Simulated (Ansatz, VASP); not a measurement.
## Cu in VASP and in Ansatz

```
CELL_PARAMETERS angstrom
0.00000 1.75882 1.75882
1.75882 0.00000 1.75882
1.75882 1.75882 0.00000
ATOMIC_POSITIONS crystal
Cu 0.00000 0.00000 0.00000
```

Alike in both runs: task single point; functional LDA; k mesh 15 × 15 × 15; occupations gaussian, width 0.2 eV; no spin polarisation.

|  | VASP | Ansatz |
| --- | --- | --- |
| version | VASP 6.6.1 | Ansatz 0.2.0 |
| potentials or method | VASP PAW LDA potentials, release 64 (Cu), cutoff 520 eV | plane waves (420 eV) with PAW, scalar-relativistic |
| valence electrons in the cell | 11 | 19 |

|  | VASP | Ansatz | Ansatz less VASP |
| --- | --- | --- | --- |
| pressure (GPa) | 0.8 | 0.0 | -0.86 |

Ansatz warns that its potentials were made for another functional, while VASP's fit it. LDA's correlation is that of Perdew and Zunger in VASP and of Perdew and Wang (1992) in Ansatz. VASP's potentials hold 11 valence electrons a cell and Ansatz's 19, so a difference there can come from the potentials and not from the codes.
